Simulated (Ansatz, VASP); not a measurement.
P: VASP beside Ansatz

```xyz
8
Lattice="0.0000 4.1853 4.1853 4.1853 0.0000 4.1853 4.1853 4.1853 0.0000" Properties=species:S:1:pos:R:3 pbc="T T T"
P     7.2425    7.2425    7.2425
P     5.3133    5.3133    7.2425
P     5.3133    7.2425    5.3133
P     7.2425    5.3133    5.3133
P     3.0572    3.0572    1.1280
P     1.1280    1.1280    1.1280
P     3.0572    1.1280    3.0572
P     1.1280    3.0572    3.0572
```

Alike in both runs: task single point; functional PBE; k mesh 4 × 4 × 4; occupations gaussian, width 0.1 eV; no spin polarisation.

|  | VASP | Ansatz |
| --- | --- | --- |
| version | VASP 6.6.1 | Ansatz 0.2.0 |
| potentials or method | VASP PAW PBE potentials, release 64 (P), cutoff 500 eV | scalar-relativistic, plane waves, PAW |
| valence electrons in the cell | 40 | 40 |

Ansatz gave:

| Property | Result |
| --- | --- |
| gap on the k mesh at the Fermi level (eV) | none |
| pressure (GPa) | 6.8 |
| rms of the force components (eV/Å) | 0.454 |

Task: Estimate VASP's values.

Result: gap on the k mesh at the Fermi level (eV): none; pressure (GPa): 6.5; rms of the force components (eV/Å): 0.415.

Atom by atom the forces differ by 0.039 eV/Å (rms over components). A gap of «none» marks a metal or a gap that the smearing closes.
